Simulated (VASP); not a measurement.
# LiCl (I4/mmm) in VASP: notebook

LiCl is run at these levels: r2SCAN; tasks: single point.

All numbers are computed with VASP 6.6.1; they aren't measurements. Logs are shortened: lines on timing, memory, paths and dates and some standing lists are left out, and cuts for length are marked.

**1. The cell of the first run**

Symmetry: I4/mmm, No. 139, tetragonal system. Conventional cell: a = 3.682 Å, b = 3.682 Å, c = 5.130 Å, α = 90.00°, β = 90.00°, γ = 90.00°. Within 3.4 Å of Li (site symmetry 4/mmm) lie 6 Cl at 2.56 to 2.60 Å. Cl (site symmetry 4/mmm) has 6 Li at 2.56 to 2.60 Å within 3.4 Å.

**2. Single point, r2SCAN (strain +0.015 along x and y, +0.000 along z)**

POSCAR

```
LiCl
1.0
    0.0000000000      2.6032314000      2.5647600000
    2.6032314000      0.0000000000      2.5647600000
    2.6032314000      2.6032314000      0.0000000000
Li Cl
1 1
Direct
    0.0000000000      0.0000000000      0.0000000000
    0.5000000000      0.5000000000      0.5000000000
```

INCAR.step1

```
SYSTEM = LiCl
PREC = Accurate
ENCUT = 520
ISMEAR = 0
SIGMA = 0.05
LREAL = .False.
LASPH = .True.
NELM = 80
NBANDS = 12
GGA = PE
ALGO = Normal
EDIFF = 1E-4
LWAVE = .True.
LCHARG = .False.
```

INCAR.step2

```
SYSTEM = LiCl
PREC = Accurate
ENCUT = 520
EDIFF = 1E-6
ISMEAR = 0
SIGMA = 0.05
LREAL = .False.
LASPH = .True.
NELM = 80
ALGO = Normal
ISIF = 2
LWAVE = .False.
LCHARG = .False.
METAGGA = R2SCAN
LMIXTAU = .True.
NBANDS = 12
ISTART = 1
```

KPOINTS

```
Automatic mesh
0
Gamma
  8 8 8
  0 0 0
```

Potentials or basis: VASP PAW PBE potentials, release 64 (Li_sv, Cl).

The run is started by

```sh
$ cat potpaw_PBE.64/Li_sv/POTCAR potpaw_PBE.64/Cl/POTCAR > POTCAR
$ cp INCAR.step1 INCAR
$ mpirun -np 1 vasp_std > vasp.out
$ cp INCAR.step2 INCAR
$ mpirun -np 1 vasp_std > vasp.out
```

OUTCAR:

```text
SYSTEM = LiCl
   PREC = Accurate
   ENCUT = 520
   EDIFF = 1E-6
   ISMEAR = 0
   LREAL = .False.
   LASPH = .True.
   NELM = 80
   ISIF = 2
   METAGGA = R2SCAN
   ISTART = 1

 ion  position               nearest neighbor table
   1  0.000  0.000  0.000-   2 2.56   2 2.56   2 2.60   2 2.60   2 2.60   2 2.60
   2  0.500  0.500  0.500-   1 2.56   1 2.56   1 2.60   1 2.60   1 2.60   1 2.60

  LATTYP: Found a body centered tetragonal cell.
 ALAT       =     3.6815251519
 C/A-ratio  =     1.3933138546

  Lattice vectors:

 A1 = (   0.0000000000,  -2.6032314000,  -2.5647600000)
 A2 = (   0.0000000000,   2.6032314000,  -2.5647600000)
 A3 = (   2.6032314000,   0.0000000000,   2.5647600000)

Analysis of symmetry for initial positions (statically):
=====================================================================
 Subroutine PRICEL returns:
 Original cell was already a primitive cell.

 Routine SETGRP: Setting up the symmetry group for a
 body centered tetragonal supercell.

 Subroutine GETGRP returns: Found 16 space group operations
 (whereof 16 operations were pure point group operations)
 out of a pool of 16 trial point group operations.

The static configuration has the point symmetry D_4h.

Analysis of symmetry for dynamics (positions and initial velocities):
=====================================================================
 Subroutine PRICEL returns:
 Original cell was already a primitive cell.

 Routine SETGRP: Setting up the symmetry group for a
 body centered tetragonal supercell.

 Subroutine GETGRP returns: Found 16 space group operations
 (whereof 16 operations were pure point group operations)
 out of a pool of 16 trial point group operations.

The dynamic configuration has the point symmetry D_4h.

 Subroutine INISYM returns: Found 16 space group operations
 (whereof 16 operations are pure point group operations),
 and found     1 'primitive' translations

----------------------------------------------------------------------------------------

                                     Primitive cell

  volume of cell :      34.7618

  direct lattice vectors                    reciprocal lattice vectors
     0.000000000  2.603231400  2.564760000    -0.192068980  0.192068980  0.194950015
     2.603231400  0.000000000  2.564760000     0.192068980 -0.192068980  0.194950015
     2.603231400  2.603231400  0.000000000     0.192068980  0.192068980 -0.194950015

  length of vectors
     3.654423016  3.654423016  3.681525152     0.334344874  0.334344874  0.334344874

  position of ions in fractional coordinates (direct lattice)
     0.000000000  0.000000000  0.000000000
     0.500000000  0.500000000  0.500000000

  ion indices of the primitive-cell ions
   primitive index   ion index
                 1           1
                 2           2

----------------------------------------------------------------------------------------

 KPOINTS: Automatic mesh

Automatic generation of k-mesh.
 Grid dimensions read from file:
 generate k-points for:    8    8    8

 Generating k-lattice:

  Cartesian coordinates                     Fractional coordinates (reciprocal lattice)
    -0.024008623  0.024008623  0.024368752     0.125000000  0.000000000  0.000000000
     0.024008623 -0.024008623  0.024368752     0.000000000  0.125000000  0.000000000
     0.024008623  0.024008623 -0.024368752    -0.000000000 -0.000000000  0.125000000

  Length of vectors
     0.041793109  0.041793109  0.041793109

  Shift w.r.t. Gamma in fractional coordinates (k-lattice)
     0.000000000  0.000000000  0.000000000

 Subroutine IBZKPT returns following result:
 ===========================================

 Found     59 irreducible k-points:

 Following reciprocal coordinates:
            Coordinates               Weight
  0.000000  0.000000  0.000000      1.000000
  0.125000  0.000000  0.000000      8.000000
  0.250000  0.000000  0.000000      8.000000
  0.375000  0.000000  0.000000      8.000000
  0.500000  0.000000  0.000000      4.000000
  0.125000  0.125000  0.000000      2.000000
[... 16 lines left out ...]
  0.250000  0.000000  0.125000     16.000000
  0.375000  0.000000  0.125000     16.000000
 [... further k-points ...]
   k-points           NKPTS =     59   k-points in BZ     NKDIM =     59   number of bands    NBANDS=     12
   number of dos      NEDOS =    301   number of ions     NIONS =      2
   total plane-waves  NPLWV =  21952
   dimension x,y,z NGX =    28 NGY =   28 NGZ =   28
   dimension x,y,z NGXF=    56 NGYF=   56 NGZF=   56
   ions per type =               1   1
   NGX,Y,Z   is equivalent  to a cutoff of  12.74, 12.74, 12.64 a.u.
   NGXF,Y,Z  is equivalent  to a cutoff of  25.48, 25.48, 25.29 a.u.
 SYSTEM =  LiCl
   PREC   = accura    normal or accurate (medium, high low for compatibility)
   ISTART =      1    job   : 0-new  1-cont  2-samecut
   ICHARG =      0    charge: 1-file 2-atom 10-const
   ISPIN  =      1    spin polarized calculation?
   LNONCOLLINEAR =      F non collinear calculations
   LSORBIT =      F    spin-orbit coupling
   LASPH  =      T    aspherical Exc in radial PAW
   ENCUT  =  520.0 eV  38.22 Ry    6.18 a.u.   6.79  6.79  6.85*2*pi/ulx,y,z
   NELM   =     80;   NELMIN=  2; NELMDL=  0     # of ELM steps
   EDIFF  = 0.1E-05   stopping-criterion for ELM
   LREAL  =      F    real-space projection
   EDIFFG = 0.1E-04   stopping-criterion for IOM
   NSW    =      0    number of steps for IOM
   IBRION =     -1    ionic relax: 0-MD 1-quasi-New 2-CG
   NFREE  =      0    steps in history (QN), initial steepest desc. (CG)
   ISIF   =      2    stress and relaxation
   ISYM   =      2    0-nonsym 1-usesym 2-fastsym
   POTIM  = 0.5000    time-step for ionic-motion
   TEBEG  =    0.0;   TEEND  =   0.0 temperature during run
   PSTRESS=    0.0 pullay stress
   NELECT =      10.0000    total number of electrons
   NUPDOWN=      -1.0000    fix difference up-down
   EMIN   =  10.00;   EMAX   =-10.00  energy-range for DOS
   EFERMI =   0.00;   METHOD = LEGACY
   ISMEAR =     0;   SIGMA  =   0.05  broadening in eV -4-tet -1-fermi 0-gaus
   EFERMI_NEDOS =   21; number of points for ismear=-14 and -15
   IALGO  =     38    algorithm
   IMIX   =      4    mixing-type and parameters
     AMIX     =   0.40;   BMIX     =  1.00
     AMIX_MAG =   1.60;   BMIX_MAG =  1.00
  volume/ion in A,a.u.               =      17.38       117.29
  Fermi-wavevector in a.u.,A,eV,Ry     =   1.080706  2.042237 15.890579  1.167925
  Thomas-Fermi vector in A             =   2.216703
   LORBIT       =      0    0 simple, 1 ext, 2 COOP (PROOUT), +10 PAW based schemes
   METAGGA = R2SCAN    functional components
   LHFCALC =     F    Hartree Fock is set to
   AEXX    =    0.0000 exact exchange contribution
   IVDW    =     0    specifies the selected vdW correction
   LEPSILON=     F    determine dielectric tensor
   LRPA    =     F    only Hartree local field effects (RPA)
 non-spin polarized calculation
 Gauss-broadening in eV      SIGMA  =   0.05
  energy-cutoff  :      520.00
  volume of cell :       34.76
 maximum number of plane-waves:       950
   NGX = 13   NGY = 13   NGZ = 13

 number of electron      10.0000011 magnetization

 Free energy of the ion-electron system (eV)
  ---------------------------------------------------
  ext. energy  EPLUGINS =         0.00000000
  ---------------------------------------------------
  free energy    TOTEN  =       -12.57818559 eV

  energy without entropy =      -12.57818559  energy(sigma->0) =      -12.57818559

 E-fermi :   0.3645     XC(G=0):  -9.0256

 val. band max:       -0.0185068071   @ k =   0.0000   0.0000   0.0000
 cond. band min:       7.0799648407   @ k =   0.0000   0.0000   0.0000
 fundamental gap:      7.0984716479
 Fermi energy:         0.3644575338

 k-point     1 :       0.0000    0.0000    0.0000
  band No.  band energies     occupation
      1     -44.8969      2.00000
      2     -13.9117      2.00000
      3      -0.0602      2.00000
      4      -0.0185      2.00000
      5      -0.0185      2.00000
      6       7.0800      0.00000
      7      12.5653      0.00000
      8      12.5653      0.00000
      9      12.6911      0.00000
     10      15.1567      0.00000
     11      15.5271      0.00000
     12      15.5300      0.00000

 k-point     2 :       0.1250    0.0000    0.0000
  band No.  band energies     occupation
      1     -44.8965      2.00000
      2     -13.8390      2.00000
      3      -0.5311      2.00000
      4      -0.0815      2.00000
      5      -0.0646      2.00000
      6       7.5295      0.00000
      7      11.8518      0.00000
      8      12.4937      0.00000
      9      12.6322      0.00000
     10      13.8234      0.00000
     11      13.9228      0.00000
     12      16.0594      0.00000

 k-point     3 :       0.2500    0.0000    0.0000
  band No.  band energies     occupation
      1     -44.8958      2.00000
      2     -13.6546      2.00000
      3      -1.5479      2.00000
      4      -0.1708      2.00000
      5      -0.1656      2.00000
      6       7.9466      0.00000
      7      11.3911      0.00000
      8      11.5408      0.00000
      9      11.7191      0.00000
     10      14.6676      0.00000
     11      14.6689      0.00000
     12      16.6021      0.00000
[... 286 lines left out ...]
 k-point    23 :       0.2500    0.0000    0.1250
  band No.  band energies     occupation
      1     -44.8959      2.00000
      2     -13.6658      2.00000
      3      -1.2618      2.00000
      4      -0.3671      2.00000
      5      -0.2993      2.00000
      6       8.4504      0.00000
      7      10.9648      0.00000
      8      11.1154      0.00000
      9      12.4655      0.00000
     10      13.5598      0.00000
     11      15.6098      0.00000
     12      17.2312      0.00000

 k-point    24 :       0.3750    0.0000    0.1250
  band No.  band energies     occupation
      1     -44.8951      2.00000
      2     -13.4673      2.00000
      3      -2.1413      2.00000
      4      -0.4855      2.00000
      5      -0.4449      2.00000
      6       8.3822      0.00000
      7      10.3201      0.00000
      8      11.4865      0.00000
      9      11.8274      0.00000
     10      15.0641      0.00000
     11      17.0171      0.00000
     12      17.9394      0.00000

 [... further k-points ...]

------------------------ aborting loop because EDIFF is reached ----------------------------------------

  FORCE on cell =-STRESS in cart. coord.  units (eV):
  Direction    XX          YY          ZZ          XY          YZ          ZX
  --------------------------------------------------------------------------------------
  -------------------------------------------------------------------------------------
  Total       -0.4179589     -0.4179589     -0.3281468      0.0000000      0.0000000     -0.0000000
  in kB      -19.2637945    -19.2637945    -15.1243399      0.0000000      0.0000000     -0.0000000
  external PRESSURE =     -17.8839763 kB  Pullay stress =       0.0000000 kB

 VOLUME and BASIS-vectors are now :
 -----------------------------------------------------------------------------
  energy-cutoff  :      520.00
  volume of cell :       34.76
      direct lattice vectors                 reciprocal lattice vectors
     0.000000000  2.603231400  2.564760000    -0.192068980  0.192068980  0.194950015
     2.603231400  0.000000000  2.564760000     0.192068980 -0.192068980  0.194950015
     2.603231400  2.603231400  0.000000000     0.192068980  0.192068980 -0.194950015

 POSITION                                       TOTAL-FORCE (eV/Angst)
 -----------------------------------------------------------------------------------
      0.00000      0.00000      0.00000         0.000000      0.000000      0.000000
      2.60323      2.60323      2.56476        -0.000000     -0.000000      0.000000
 -----------------------------------------------------------------------------------
    total drift:                                0.000000      0.000000      0.000000

  FREE ENERGIE OF THE ION-ELECTRON SYSTEM (eV)
  ---------------------------------------------------
  free  energy   TOTEN  =       -12.5781855856 eV

  energy  without entropy=      -12.5781855856  energy(sigma->0) =      -12.57818559
```

Wall time 2.3 min (1 thread of Intel Xeon 8259CL, shared host); peak memory 0.17 GiB.

What came out:

```
Free energy            : -12.5782 eV
Band gap on the k mesh : 7.10 eV
```

Caveat: the cell differs from its parent crystal (strain +0.015 along x and y, +0.000 along z); the cutoff is under 1.25 times the usual one of these potentials, so pressure, stress and relaxed cells hold a basis-set (Pulay) error; the PAW data sets were made with another functional, which shifts forces and pressure a little.

**3. Single point, r2SCAN (strain +0.030 along x and y, +0.000 along z)**

POSCAR

```
LiCl
1.0
    0.0000000000      2.6417028000      2.5647600000
    2.6417028000      0.0000000000      2.5647600000
    2.6417028000      2.6417028000      0.0000000000
Li Cl
1 1
Direct
    0.0000000000      0.0000000000      0.0000000000
    0.5000000000      0.5000000000      0.5000000000
```

INCAR.step1

```
PREC     = Accurate       # precision mode
ENCUT    = 520            # plane-wave cutoff, eV
ISMEAR   = 0              # smearing method
SIGMA    = 0.05           # smearing width, eV
LREAL    = F              # projectors in reciprocal space
LASPH    = T              # aspherical terms in the spheres
NELM     = 100            # most SCF steps
NBANDS   = 12             # bands
GGA      = PE             # functional
ALGO     = Normal         # electronic algorithm
EDIFF    = 1E-4           # SCF threshold, eV
LWAVE    = T              # write WAVECAR
LCHARG   = F              # write CHGCAR
```

INCAR.step2

```
PREC     = Accurate       # precision mode
ENCUT    = 520            # plane-wave cutoff, eV
EDIFF    = 1E-6           # SCF threshold, eV
ISMEAR   = 0              # smearing method
SIGMA    = 0.05           # smearing width, eV
LREAL    = F              # projectors in reciprocal space
LASPH    = T              # aspherical terms in the spheres
NELM     = 100            # most SCF steps
ALGO     = Normal         # electronic algorithm
ISIF     = 2              # what is computed and relaxed
LWAVE    = F              # write WAVECAR
LCHARG   = T              # write CHGCAR
METAGGA  = R2SCAN         # meta-GGA
LMIXTAU  = T            
LELF     = T              # ELF
LVHAR    = T            
NBANDS   = 12             # bands
ISTART   = 1
```

KPOINTS

```
regular mesh
0
Gamma
  8 8 8
```

Potentials or basis: VASP PAW PBE potentials, release 64 (Li_sv, Cl).

The run is started by

```sh
$ cat potpaw_PBE.64/Li_sv/POTCAR potpaw_PBE.64/Cl/POTCAR > POTCAR
$ cp INCAR.step1 INCAR
$ mpirun -np 1 vasp_std > vasp.out
$ cp INCAR.step2 INCAR
$ mpirun -np 1 vasp_std > vasp.out
```

Wall time 2.5 min (1 thread of Intel Xeon 8259CL, shared host); peak memory 0.17 GiB.

The run converged. Its results:

* Free energy: -12.5631 eV
* Band gap on the k mesh: 6.92 eV

Levels at points of the mesh, in eV from the valence-band top:
| k point | band 2 | band 3 | band 4 | band 5 | band 6 | band 7 | band 8 | band 9 |
| --- | --- | --- | --- | --- | --- | --- | --- | --- |
| (0.00, 0.00, 0.00) | -13.81 | -0.08 | 0.00 | 0.00 | 6.92 | 12.51 | 12.51 | 12.75 |
| (0.50, 0.00, 0.00) | -13.30 | -2.63 | -0.31 | -0.24 | 7.43 | 10.14 | 10.39 | 13.56 |
| (0.50, 0.50, 0.00) | -13.06 | -2.70 | -1.10 | -1.10 | 8.59 | 8.88 | 13.30 | 14.77 |
| (0.50, 0.00, 0.50) | -13.10 | -2.70 | -1.11 | -0.92 | 8.65 | 9.03 | 12.88 | 14.70 |

Caveat: the cell differs from its parent crystal (strain +0.030 along x and y, +0.000 along z); the cutoff is under 1.25 times the usual one of these potentials, so pressure, stress and relaxed cells hold a basis-set (Pulay) error; the PAW data sets were made with another functional, which shifts forces and pressure a little. A k mesh can miss the band edges.

[end of part 1 of 2]
